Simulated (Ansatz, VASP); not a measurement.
Se: VASP beside Ansatz

```xyz
2
Lattice="1.3462 -3.8996 0.0000 1.3462 3.8996 0.0000 0.0000 0.0000 4.4542" Properties=species:S:1:pos:R:3 pbc="T T T"
Se    1.3462   -3.3978    1.1136
Se    1.3462    3.3978    3.3407
```

Alike in both runs: task single point; functional PBEsol; k mesh 8 × 8 × 4; occupations fermi-dirac, width 0.05 eV; no spin polarisation.

|  | VASP | Ansatz |
| --- | --- | --- |
| version | VASP 6.6.1 | Ansatz 0.2.0 |
| potentials or method | VASP PAW PBE potentials, release 64 (Se), cutoff 520 eV | plane waves, PAW |
| valence electrons in the cell | 12 | 32 |

Ansatz gave:

| Property | Result |
| --- | --- |
| pressure (GPa) | 6.9 |
| traceless stress, the component that is largest in VASP (GPa) | -6.20 |

Q: Estimate VASP's values.

A: Pressure (GPa): 7.1; traceless stress, the component that is largest in VASP (GPa): -6.35.

VASP's potentials were made for PBE, not for PBEsol. VASP's potentials hold 12 valence electrons a cell and Ansatz's 32, so a difference there can come from the potentials and not from the codes.
